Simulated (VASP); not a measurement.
# Cr (Fd-3m) in VASP: further runs

The runs below take Cr through single point, with r2SCAN.

All numbers are computed with VASP 6.6.1; they aren't measurements. Logs are shortened: lines on timing, memory, paths and dates and some standing lists are left out, and cuts for length are marked.

### Step 1. The cell of the first run

Symmetry: Fd-3m, No. 227, cubic system. Conventional cell: a = 5.045 Å, b = 5.045 Å, c = 5.045 Å, α = 90.00°, β = 90.00°, γ = 90.00°. Within 2.9 Å of Cr (site symmetry -43m) lie 4 Cr at 2.18 Å.

This isn't the form of Cr at room conditions, which is bcc.

### Step 2. Single point, r2SCAN

Contents of POSCAR:

```
Cr
1.0
    0.0000000000      2.5227133963      2.5227133963
    2.5227133963      0.0000000000      2.5227133963
    2.5227133963      2.5227133963      0.0000000000
Cr
2
Direct
    0.1250000000      0.1250000000      0.1250000000
    0.8750000000      0.8750000000      0.8750000000
```

Contents of INCAR.step1:

```
PREC = Accurate
ENCUT = 550
ISMEAR = -1
SIGMA = 0.1
LREAL = False
LASPH = True
NELM = 120
NBANDS = 19
GGA = PE
ALGO = Normal
EDIFF = 1E-5
LWAVE = True
LCHARG = False
GGA_COMPAT = False
```

Contents of INCAR.step2:

```
PREC = Accurate
ENCUT = 550
EDIFF = 1E-6
ISMEAR = -1
SIGMA = 0.1
LREAL = False
LASPH = True
NELM = 120
ALGO = Normal
ISIF = 2
LWAVE = False
LCHARG = True
METAGGA = R2SCAN
LMIXTAU = True
LELF = True
LVHAR = True
NBANDS = 19
ISTART = 1
GGA_COMPAT = False
```

Contents of KPOINTS:

```
regular mesh
0
Gamma
  11 11 11
```

Potentials or basis: VASP PAW PBE potentials, release 64 (Cr_pv).

Run with:

```sh
cat potpaw_PBE.64/Cr_pv/POTCAR > POTCAR
cp INCAR.step1 INCAR
mpirun -np 1 vasp_std > vasp.out
cp INCAR.step2 INCAR
mpirun -np 1 vasp_std > vasp.out
```

OUTCAR:

```text
PREC = Accurate
   ENCUT = 550
   EDIFF = 1E-6
   ISMEAR = -1
   LREAL = False
   LASPH = True
   NELM = 120
   ISIF = 2
   METAGGA = R2SCAN
   ISTART = 1

 ion  position               nearest neighbor table
   1  0.125  0.125  0.125-   2 2.18   2 2.18   2 2.18   2 2.18
   2  0.875  0.875  0.875-   1 2.18   1 2.18   1 2.18   1 2.18

  LATTYP: Found a face centered cubic cell.
 ALAT       =     5.0454267926

  Lattice vectors:

 A1 = (   0.0000000000,   2.5227133963,   2.5227133963)
 A2 = (   2.5227133963,   0.0000000000,   2.5227133963)
 A3 = (   2.5227133963,   2.5227133963,   0.0000000000)

Analysis of symmetry for initial positions (statically):
=====================================================================
 Subroutine PRICEL returns:
 Original cell was already a primitive cell.

 Routine SETGRP: Setting up the symmetry group for a
 face centered cubic supercell.

 Subroutine GETGRP returns: Found 48 space group operations
 (whereof 12 operations were pure point group operations)
 out of a pool of 48 trial point group operations.

The static configuration has the point symmetry D_3d.
 The point group associated with its full space group is O_h .

Analysis of symmetry for dynamics (positions and initial velocities):
=====================================================================
 Subroutine PRICEL returns:
 Original cell was already a primitive cell.

 Routine SETGRP: Setting up the symmetry group for a
 face centered cubic supercell.

 Subroutine GETGRP returns: Found 48 space group operations
 (whereof 12 operations were pure point group operations)
 out of a pool of 48 trial point group operations.

The dynamic configuration has the point symmetry D_3d.
 The point group associated with its full space group is O_h .

 Subroutine INISYM returns: Found 48 space group operations
 (whereof 12 operations are pure point group operations),
 and found     1 'primitive' translations

----------------------------------------------------------------------------------------

                                     Primitive cell

  volume of cell :      32.1095

  direct lattice vectors                    reciprocal lattice vectors
     0.000000000  2.522713396  2.522713396    -0.198199288  0.198199288  0.198199288
[... 75 lines left out ...]
   NGXF,Y,Z  is equivalent  to a cutoff of  26.09, 26.09, 26.09 a.u.
 SYSTEM =  unknown system
   PREC   = accura    normal or accurate (medium, high low for compatibility)
   ISTART =      1    job   : 0-new  1-cont  2-samecut
   ICHARG =      0    charge: 1-file 2-atom 10-const
   ISPIN  =      1    spin polarized calculation?
   LNONCOLLINEAR =      F non collinear calculations
   LSORBIT =      F    spin-orbit coupling
   LASPH  =      T    aspherical Exc in radial PAW
   ENCUT  =  550.0 eV  40.42 Ry    6.36 a.u.   6.82  6.82  6.82*2*pi/ulx,y,z
   NELM   =    120;   NELMIN=  2; NELMDL=  0     # of ELM steps
   EDIFF  = 0.1E-05   stopping-criterion for ELM
   LREAL  =      F    real-space projection
   EDIFFG = 0.1E-04   stopping-criterion for IOM
   NSW    =      0    number of steps for IOM
   IBRION =     -1    ionic relax: 0-MD 1-quasi-New 2-CG
   NFREE  =      0    steps in history (QN), initial steepest desc. (CG)
   ISIF   =      2    stress and relaxation
   ISYM   =      2    0-nonsym 1-usesym 2-fastsym
   POTIM  = 0.5000    time-step for ionic-motion
   TEBEG  =    0.0;   TEEND  =   0.0 temperature during run
   PSTRESS=    0.0 pullay stress
   NELECT =      24.0000    total number of electrons
   NUPDOWN=      -1.0000    fix difference up-down
   EMIN   =  10.00;   EMAX   =-10.00  energy-range for DOS
   EFERMI =   0.00;   METHOD = LEGACY
   ISMEAR =    -1;   SIGMA  =   0.10  broadening in eV -4-tet -1-fermi 0-gaus
   EFERMI_NEDOS =   21; number of points for ismear=-14 and -15
   IALGO  =     38    algorithm
   IMIX   =      4    mixing-type and parameters
     AMIX     =   0.40;   BMIX     =  1.00
     AMIX_MAG =   1.60;   BMIX_MAG =  1.00
  volume/ion in A,a.u.               =      16.05       108.34
  Fermi-wavevector in a.u.,A,eV,Ry     =   1.485710  2.807584 30.032599  2.207334
  Thomas-Fermi vector in A             =   2.599087
   LORBIT       =      0    0 simple, 1 ext, 2 COOP (PROOUT), +10 PAW based schemes
   METAGGA = R2SCAN    functional components
   LHFCALC =     F    Hartree Fock is set to
   AEXX    =    0.0000 exact exchange contribution
   IVDW    =     0    specifies the selected vdW correction
   LEPSILON=     F    determine dielectric tensor
   LRPA    =     F    only Hartree local field effects (RPA)
 non-spin polarized calculation
  energy-cutoff  :      550.00
  volume of cell :       32.11
 maximum number of plane-waves:       954
   NGX = 13   NGY = 13   NGZ = 13

 number of electron      24.0000020 magnetization

 Free energy of the ion-electron system (eV)
  ---------------------------------------------------
  ext. energy  EPLUGINS =         0.00000000
  ---------------------------------------------------
  free energy    TOTEN  =       -24.97802344 eV

  energy without entropy =      -24.85329260  energy(sigma->0) =      -24.91565802

 E-fermi :   6.5341     XC(G=0): -12.3591

 val. band max:        6.5291307370   @ k =   0.3636   0.1818   0.0000
 cond. band min:       6.5354645848   @ k =  -0.3636   0.4545   0.0909
 fundamental gap:      0.0063338478
 Fermi energy:         6.5340944020

 k-point     1 :       0.0000    0.0000    0.0000
  band No.  band energies     occupation
      1     -37.7318      2.00000
      2     -37.7317      2.00000
      3     -37.7317      2.00000
      4     -36.8173      2.00000
      5     -36.8173      2.00000
      6     -36.8173      2.00000
[... 505 lines left out ...]
      6     -36.6860      2.00000
[... 11 lines left out ...]
     18      11.0841      0.00000
     19      11.1166      0.00000

 [... further k-points ...]
[... 5 lines left out ...]
  --------------------------------------------------------------------------------------
  -------------------------------------------------------------------------------------
  Total        0.2504731      0.2504731      0.2504731     -0.0000000     -0.0000000     -0.0000000
  in kB       12.4979233     12.4979233     12.4979233     -0.0000000     -0.0000000     -0.0000000
  external PRESSURE =      12.4979233 kB  Pullay stress =       0.0000000 kB

 VOLUME and BASIS-vectors are now :
 -----------------------------------------------------------------------------
  energy-cutoff  :      550.00
  volume of cell :       32.11
      direct lattice vectors                 reciprocal lattice vectors
     0.000000000  2.522713396  2.522713396    -0.198199288  0.198199288  0.198199288
     2.522713396  0.000000000  2.522713396     0.198199288 -0.198199288  0.198199288
     2.522713396  2.522713396  0.000000000     0.198199288  0.198199288 -0.198199288

 POSITION                                       TOTAL-FORCE (eV/Angst)
 -----------------------------------------------------------------------------------
      0.63068      0.63068      0.63068         0.000000     -0.000000      0.000000
      4.41475      4.41475      4.41475        -0.000000      0.000000     -0.000000
 -----------------------------------------------------------------------------------
    total drift:                                0.000000     -0.000000     -0.000000

  FREE ENERGIE OF THE ION-ELECTRON SYSTEM (eV)
  ---------------------------------------------------
  free  energy   TOTEN  =       -24.9780234399 eV

  energy  without entropy=      -24.8532926033  energy(sigma->0) =      -24.91565802
```

OUTCAR.step1:

```text
PREC = Accurate
   ENCUT = 550
   ISMEAR = -1
   LREAL = False
   LASPH = True
[... 750 lines left out ...]
      0.63068      0.63068      0.63068        -0.000000     -0.000000     -0.000000
      4.41475      4.41475      4.41475         0.000000      0.000000      0.000000
 -----------------------------------------------------------------------------------
    total drift:                                0.000000     -0.000000     -0.000000

  FREE ENERGIE OF THE ION-ELECTRON SYSTEM (eV)
  ---------------------------------------------------
  free  energy   TOTEN  =       -14.7733571131 eV

  energy  without entropy=      -14.6432825135  energy(sigma->0) =      -14.70831981
```

OSZICAR.step1:

```text
N       E                     dE             d eps       ncg     rms          rms(c)
DAV:   1     0.253097461038E+03    0.25310E+03   -0.15215E+04  2128   0.155E+03
DAV:   2    -0.758835393087E+01   -0.26069E+03   -0.25530E+03  2154   0.434E+02
DAV:   3    -0.156034705625E+02   -0.80151E+01   -0.78627E+01  2263   0.930E+01
DAV:   4    -0.157182749638E+02   -0.11480E+00   -0.11457E+00  2652   0.102E+01
DAV:   5    -0.157212475126E+02   -0.29725E-02   -0.29723E-02  2518   0.163E+00    0.107E+01
DAV:   6    -0.148134540188E+02    0.90779E+00   -0.62584E+00  2294   0.256E+01    0.199E+00
DAV:   7    -0.147760341660E+02    0.37420E-01   -0.24461E-01  2302   0.539E+00    0.147E+00
DAV:   8    -0.147733215903E+02    0.27126E-02   -0.11350E-02  2612   0.122E+00    0.122E-01
DAV:   9    -0.147733636221E+02   -0.42032E-04   -0.84688E-04  2877   0.306E-01    0.945E-02
DAV:  10    -0.147733571131E+02    0.65090E-05   -0.29086E-05  2202   0.443E-02
   1 F= -.14773357E+02 E0= -.14708320E+02  d E =-.130075E+00
```

Wall time 2.2 min (1 thread of Intel Xeon Platinum 8375C at 2.90GHz (Ice Lake), shared host); peak memory 0.18 GiB.

Results:

| Item | Value |
| --- | --- |
| Free energy | -24.9780 eV |
| Pressure | 1.2 GPa |
| Band gap on the k mesh | zero (bands 12 and 13 overlap by 0.76 eV) |

Caveat: the PAW data sets were made with another functional, which shifts forces and pressure a little; the run has no spin polarisation, though such a crystal can be magnetic. Spin polarisation is off, so any magnetic state and its effect on volume and gap are missing.

### Step 3. Single point, r2SCAN (14.13 Å³/atom)

This run uses another cell than the first one, of 14.13 Å³/atom.

Contents of POSCAR:

```
Cr
1.0
    0.0000000000      2.4174758121      2.4174758121
    2.4174758121      0.0000000000      2.4174758121
    2.4174758121      2.4174758121      0.0000000000
Cr
2
Direct
    0.1250000000      0.1250000000      0.1250000000
    0.8750000000      0.8750000000      0.8750000000
```

Contents of INCAR.step1:

```
SYSTEM = Cr
  ALGO = Normal
  EDIFF = 1E-5
  ENCUT = 550
  GGA = PE
  GGA_COMPAT = .False.
  ISMEAR = -1
  LASPH = .True.
  LCHARG = .False.
  LREAL = .False.
  LWAVE = .True.
  NBANDS = 19
  NELM = 120
  PREC = Accurate
  SIGMA = 0.1
```

Contents of INCAR.step2:

```
SYSTEM = Cr
  ALGO = Normal
  EDIFF = 1E-6
  ENCUT = 550
  GGA_COMPAT = .False.
  ISIF = 2
  ISMEAR = -1
  ISTART = 1
  LASPH = .True.
  LCHARG = .False.
  LMIXTAU = .True.
  LREAL = .False.
  LWAVE = .False.
  METAGGA = R2SCAN
  NBANDS = 19
  NELM = 120
  PREC = Accurate
  SIGMA = 0.1
```

Contents of KPOINTS:

```
k-points
0
Gamma
  12 12 12
  0 0 0
```

Potentials or basis: VASP PAW PBE potentials, release 64 (Cr_pv).

Run with:

```sh
cat potpaw_PBE.64/Cr_pv/POTCAR > POTCAR
cp INCAR.step1 INCAR
mpirun -np 1 vasp_std > vasp.out
cp INCAR.step2 INCAR
mpirun -np 1 vasp_std > vasp.out
```

It took 2.9 min on 1 thread of Intel Xeon Platinum 8375C at 2.90GHz (Ice Lake), shared host; peak memory 0.18 GiB.

Results (log left out):

| Property | Result |
| --- | --- |
| Free energy | -24.7455 eV |
| Pressure | 19.8 GPa |
| Band gap on the k mesh | zero (bands 12 and 13 overlap by 0.79 eV) |

Levels at points of the mesh, in eV from the Fermi level:
| k point | band 8 | band 9 | band 10 | band 11 | band 12 | band 13 | band 14 | band 15 | band 16 | band 17 |
| --- | --- | --- | --- | --- | --- | --- | --- | --- | --- | --- |
| (0.00, 0.00, 0.00) | -2.01 | -2.01 | -1.41 | -1.41 | -1.41 | 1.29 | 1.29 | 1.29 | 4.00 | 4.00 |
| (0.50, 0.00, 0.00) | -2.38 | -1.92 | -1.92 | -1.48 | -1.48 | 0.06 | 2.32 | 2.32 | 3.41 | 3.41 |
| (0.50, 0.50, 0.00) | -3.47 | -1.39 | -1.39 | 0.18 | 0.18 | 0.89 | 0.89 | 3.66 | 3.66 | 4.77 |

Caveat: the cell stands under pressure; the PAW data sets were made with another functional, which shifts forces and pressure a little; the run has no spin polarisation, though such a crystal can be magnetic.
